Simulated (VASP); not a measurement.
Pd: electric field gradients with LDA

Crystal: Pd.

```
CELL_PARAMETERS angstrom
0.00000 1.92545 1.94490
1.92545 0.00000 1.94490
1.92545 1.92545 0.00000
ATOMIC_POSITIONS crystal
Pd 0.00000 0.00000 0.00000
```

This cell differs from its parent crystal: equal xx and yy strain of -1 %.

| Property | Result |
| --- | --- |
| Program | VASP 6.6.1 |
| Task | electric field gradients |
| Functional | LDA |
| Potentials or basis | VASP PAW LDA potentials, release 64 (Pd) |
| Cutoff | 520 eV |
| k mesh | 18 × 18 × 18 |
| Occupations | fermi-dirac, width 0.05 eV |
| Spin | no spin polarisation |
| Dipole correction | no |
| Further INCAR settings | ALGO = Normal; EDIFF = 1e-08; NBANDS = 11 |

```
Pressure               : -3.9 GPa
Band gap on the k mesh : zero (band 5 reaches 10.33 eV, above the bottom of band 6 at 8.68 eV)
```

Stress tensor (GPa, compression positive):
```
-3.63  0.00  0.00
 0.00 -3.63  0.00
 0.00  0.00 -4.31
```

Levels at points of the mesh, in eV from the Fermi level:
| k point | band 3 | band 4 | band 5 | band 6 | band 7 | band 8 |
| --- | --- | --- | --- | --- | --- | --- |
| (0.00, 0.00, 0.00) | -2.95 | -2.95 | -1.33 | -1.22 | 17.13 | 21.82 |
| (0.50, 0.00, 0.00) | -2.98 | -0.04 | 0.00 | 0.89 | 7.43 | 16.51 |
| (0.50, 0.50, 0.00) | -0.04 | 0.30 | 0.30 | 3.11 | 10.76 | 13.31 |
| (0.50, 0.00, 0.50) | -0.04 | 0.27 | 0.34 | 3.31 | 11.04 | 13.09 |

Electric field gradients, principal values (V/Å²):
| atom | least | middle | greatest (by size) |
| --- | --- | --- | --- |
| 1 Pd | 0.494 | 0.495 | -0.989 |

Wall time 23 s on 1 thread of Intel(R) Xeon(R) 6975P-C (Granite Rapids) (shared host), peak memory 0.17 GiB.

Caveat: the cell differs from its parent crystal (equal xx and yy strain of -1 %); without QUAD_EFG the Cq values of the log hold for a quadrupole moment of 1 mb, not for the nuclei.
